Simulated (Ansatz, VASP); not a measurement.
# Si in VASP and in Ansatz

File INCAR:

```
SYSTEM = Si
PREC = Accurate
ENCUT = 520
EDIFF = 1E-7
ISMEAR = 0
SIGMA = 0.15
LREAL = .False.
LASPH = .True.
NELM = 60
ALGO = Normal
ISIF = 2
LWAVE = .False.
LCHARG = .False.
GGA = PS
NBANDS = 26
```

The input KPOINTS:

```
regular mesh
0
Gamma
  10 10 10
  0 0 0
```

The input POSCAR:

```
Si
1.0
   -3.2621171459      3.2621171459      3.5925696128
    3.2621171459     -3.2621171459      3.5925696128
    3.2621171459      3.2621171459     -3.5925696128
Si
8
Direct
    0.2047947401      0.2047947401      0.2047947401
    0.5000000000      0.0000000000      0.2952052599
    0.2952052599      0.5000000000      0.0000000000
    0.0000000000      0.2952052599      0.5000000000
    0.7952052599      0.7952052599      0.7952052599
    0.5000000000      0.0000000000      0.7047947401
    0.7047947401      0.5000000000      0.0000000000
    0.0000000000      0.7047947401      0.5000000000
```

Input for Ansatz:

```yaml
crystal:
  lattice:
    - [-3.2621171459, 3.2621171459, 3.5925696128]
    - [3.2621171459, -3.2621171459, 3.5925696128]
    - [3.2621171459, 3.2621171459, -3.5925696128]
  atoms:
    - { symbol: Si, position: [0.2047947401, 0.2047947401, 0.2047947401] }
    - { symbol: Si, position: [0.5, 0.0, 0.2952052599] }
    - { symbol: Si, position: [0.2952052599, 0.5, 0.0] }
    - { symbol: Si, position: [0.0, 0.2952052599, 0.5] }
    - { symbol: Si, position: [0.7952052599, 0.7952052599, 0.7952052599] }
    - { symbol: Si, position: [0.5, 0.0, 0.7047947401] }
    - { symbol: Si, position: [0.7047947401, 0.5, 0.0] }
    - { symbol: Si, position: [0.0, 0.7047947401, 0.5] }
basis:
  ecutwfc: 420
kpoints:
  mp_grid: { grid: [10, 10, 10] }
hamiltonian:
  xc: pbesol
  pseudopotentials: { kind: paw, azcp: { folder: soft_1 } }
scf:
  occupations: { method: gaussian, width: 0.15 }
output:
  forces: true
  stress: true
  eigenvalues: true
```

Alike in both runs: task single point; functional PBEsol; k mesh 10 × 10 × 10; occupations gaussian, width 0.15 eV; no spin polarisation.

|  | VASP | Ansatz |
| --- | --- | --- |
| version | VASP 6.6.1 | Ansatz 0.2.0 |
| potentials or method | VASP PAW PBE potentials, release 64 (Si), cutoff 520 eV | scalar-relativistic, plane waves, PAW |
| valence electrons in the cell | 32 | 32 |

VASP gave:

| Quantity | Value |
| --- | --- |
| gap on the k mesh at the Fermi level (eV) | none |
| pressure (GPa) | -5.1 |
| traceless stress, the component that is largest in VASP (GPa) | -8.64 |
| rms of the force components (eV/Å) | 0.292 |

Question: Which values does Ansatz return?

Answer: gap on the k mesh at the Fermi level (eV): none; pressure (GPa): -5.2; traceless stress, the component that is largest in VASP (GPa): -8.62; rms of the force components (eV/Å): 0.292.

VASP's potentials were made for PBE, not for PBEsol, and Ansatz warns of the same on its side. Atom by atom the forces differ by 0.006 eV/Å (rms over components). A gap of «none» marks a metal or a gap that the smearing closes. With one functional, cell and mesh, what is left measures potentials, basis and numerics.
